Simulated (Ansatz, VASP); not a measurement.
**Zn in VASP and in Ansatz**

File INCAR:

```
SYSTEM = Zn
PREC = Accurate
ENCUT = 520
EDIFF = 1E-6
ISMEAR = 0
SIGMA = 0.05
LREAL = .FALSE.
LASPH = .TRUE.
NELM = 80
ALGO = Fast
ISIF = 2
LWAVE = .FALSE.
LCHARG = .FALSE.
NBANDS = 25
```

The input KPOINTS:

```
regular mesh
0
G
  14 14 6
  0 0 0
```

Contents of POSCAR:

```
Zn
1.0
    2.2681701736     -1.3084870100      0.0000000000
    2.2681701736      1.3084870100      0.0000000000
   -1.5917165425      0.0000000000      7.3004081919
Zn
3
Direct
    0.0000000000      0.0000000000      0.0000000000
    0.2219821400      0.2219821400      0.6654950200
    0.7780178600      0.7780178600      0.3345049800
```

Input for Ansatz:

```yaml
crystal:
  lattice:
    - [2.2681701736, -1.30848701, 0.0]
    - [2.2681701736, 1.30848701, 0.0]
    - [-1.5917165425, 0.0, 7.3004081919]
  atoms:
    - { symbol: Zn, position: [0.0, 0.0, 0.0] }
    - { symbol: Zn, position: [0.22198214, 0.22198214, 0.66549502] }
    - { symbol: Zn, position: [0.77801786, 0.77801786, 0.33450498] }
basis:
  ecutwfc: 420
  fft_grid_basis: typed
kpoints:
  mp_grid: { grid: [14, 14, 6] }
hamiltonian:
  xc: lda
scf:
  occupations: { method: gaussian, width: 0.05 }
output:
  forces: true
  stress: true
  eigenvalues: true
  bader: true
  write_density: true
  volumetric_format: npy
```

Alike in both runs: task single point; functional LDA; k mesh 14 × 14 × 6; occupations gaussian, width 0.05 eV; no spin polarisation.

```csv
,VASP,Ansatz
version,VASP 6.6.1,Ansatz 0.2.0
potentials or method,"VASP PAW LDA potentials, release 64 (Zn), cutoff 520 eV","scalar-relativistic, plane waves, PAW"
valence electrons in the cell,36,36
```

```csv
,VASP,Ansatz,Ansatz less VASP
gap on the k mesh at the Fermi level (eV),none,none,-
pressure (GPa),-4.9,-5.2,-0.32
"traceless stress, the component that is largest in VASP (GPa)",1.13,1.35,+0.221
rms of the force components (eV/Å),0.005,0.006,+0.0004
```

LDA's correlation is that of Perdew and Zunger in VASP and of Perdew and Wang (1992) in Ansatz. Atom by atom the forces differ by 0.000 eV/Å (rms over components). A gap of «none» marks a metal or a gap that the smearing closes.
